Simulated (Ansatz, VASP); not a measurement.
# TlCl in VASP and in Ansatz

```
Tl Cl
1.0
     3.83400    0.00000    0.00000
     0.00000    3.83400    0.00000
     0.00000    0.00000    3.83400
Tl Cl
1 1
Direct
  0.00000 0.00000 0.00000
  0.50000 0.50000 0.50000
```

Alike in both runs: task relaxation of cell and atoms; functional r2SCAN; k mesh 8 × 8 × 8; occupations gaussian, width 0.02 eV; no spin polarisation.

|  | VASP | Ansatz |
| --- | --- | --- |
| version | VASP 6.6.1 | Ansatz 0.2.0 |
| potentials or method | VASP PAW PBE potentials, release 64 (Tl_d, Cl), cutoff 550 eV | scalar-relativistic, plane waves, PAW |
| valence electrons in the cell | 20 | 20 |

VASP gave:

- gap on the k mesh at the Fermi level, each at its own relaxed structure (eV): 2.51
- relaxed volume (Å³/atom): 28.22
- relaxed cell length with the largest relative difference (Å): 3.836

Question: Estimate Ansatz's values.

Answer: gap on the k mesh at the Fermi level, each at its own relaxed structure (eV): 2.50; relaxed volume (Å³/atom): 28.25; relaxed cell length with the largest relative difference (Å): 3.837.

VASP's potentials were made for PBE, not for r2SCAN.

Neither program's run includes spin-orbit coupling.
